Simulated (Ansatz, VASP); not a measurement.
## Two plane-wave programs on Ni2O

```xyz
6
Lattice="0.0000 4.0980 4.0980 4.0980 0.0000 4.0980 4.0980 4.0980 0.0000" Properties=species:S:1:pos:R:3 pbc="T T T"
Ni    5.1225    5.1225    5.1225
Ni    5.1225    3.0735    3.0735
Ni    3.0735    3.0735    5.1225
Ni    3.0735    5.1225    3.0735
O     4.0980    4.0980    4.0980
O     6.1470    6.1470    6.1470
```

Alike in both runs: functional PBE; k mesh 4 × 4 × 4; occupations gaussian, width 0.1 eV; no spin polarisation.

Ansatz relaxed the structure, and its values are those at the end. VASP's run is a single point on that final structure, the one shown.

|  | VASP | Ansatz |
| --- | --- | --- |
| version | VASP 6.6.1 | Ansatz 0.2.0 |
| potentials or method | VASP PAW PBE potentials, release 64 (Ni, O), cutoff 520 eV | scalar-relativistic, plane waves, PAW |
| valence electrons in the cell | 52 | 84 |

|  | VASP | Ansatz | Ansatz less VASP |
| --- | --- | --- | --- |
| gap on the k mesh at the Fermi level (eV) | none | none | - |
| pressure (GPa) | 0.4 | 0.1 | -0.36 |

A gap of «none» marks a metal or a gap that the smearing closes. VASP's potentials hold 52 valence electrons a cell and Ansatz's 84, so a difference there can come from the potentials and not from the codes.
